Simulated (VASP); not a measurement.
Wanted: the native input for a VASP 6.6.1 run.

```
Task                   : single point
Functional             : PBE
Potentials or basis    : VASP PAW PBE potentials, release 64 (Ca_sv, Si, N_h)
Cutoff                 : 1330 eV
k mesh                 : 6 × 6 × 4
Occupations            : gaussian, width 0.1 eV
Spin                   : no spin polarisation
Dipole correction      : no
Further INCAR settings : ALGO = Normal; EDIFF = 1e-06; NBANDS = 25
```

The structure of Ca2SiN2 lies in POSCAR:

```
Ca2SiN2
1.0
    5.5081487517      0.0000000000      0.0000000000
   -2.7540743759      4.7701967468      0.0000000000
    0.0000000000      0.0000000000      5.1403990521
Ca Si N
2 1 2
Direct
    0.3333333333      0.6666666667      0.0000000000
    0.6666666667      0.3333333333      0.0000000000
    0.0000000000      0.0000000000      0.0000000000
    0.0000000000      0.0000000000      0.6144974596
    0.0000000000      0.0000000000      0.3855025404
```

The cell was generated, and may not be a known phase.

These files were run (other wordings do the same):

INCAR

```
ALGO     = Normal         # electronic algorithm
EDIFF    = 1E-6           # SCF threshold, eV
ENCUT    = 1330           # plane-wave cutoff, eV
GGA      = PE             # functional
GGA_COMPAT= F            
ISIF     = 2              # what is computed and relaxed
ISMEAR   = 0              # smearing method
LASPH    = T              # aspherical terms in the spheres
LCHARG   = F              # write CHGCAR
LREAL    = F              # projectors in reciprocal space
LWAVE    = F              # write WAVECAR
NBANDS   = 25             # bands
NELM     = 120            # most SCF steps
PREC     = Accurate       # precision mode
SIGMA    = 0.1            # smearing width, eV
```

KPOINTS

```
k-points
0
Gamma
  6 6 4
```

Potentials or basis: VASP PAW PBE potentials, release 64 (Ca_sv, Si, N_h).

Launch:

```bash
$ cat potpaw_PBE.64/Ca_sv/POTCAR potpaw_PBE.64/Si/POTCAR potpaw_PBE.64/N_h/POTCAR > POTCAR
$ mpirun -np 1 vasp_std > vasp.out
```

It gave:

* Pressure: 0.2 GPa
* Largest force: 0.030 eV/Å
* Band gap on the k mesh: zero (bands 17 and 18 overlap by 0.91 eV)

Wall time 5 min on 1 thread of AMD EPYC 7R13 Processor (Zen 3), on a shared host, peak memory 0.75 GiB.
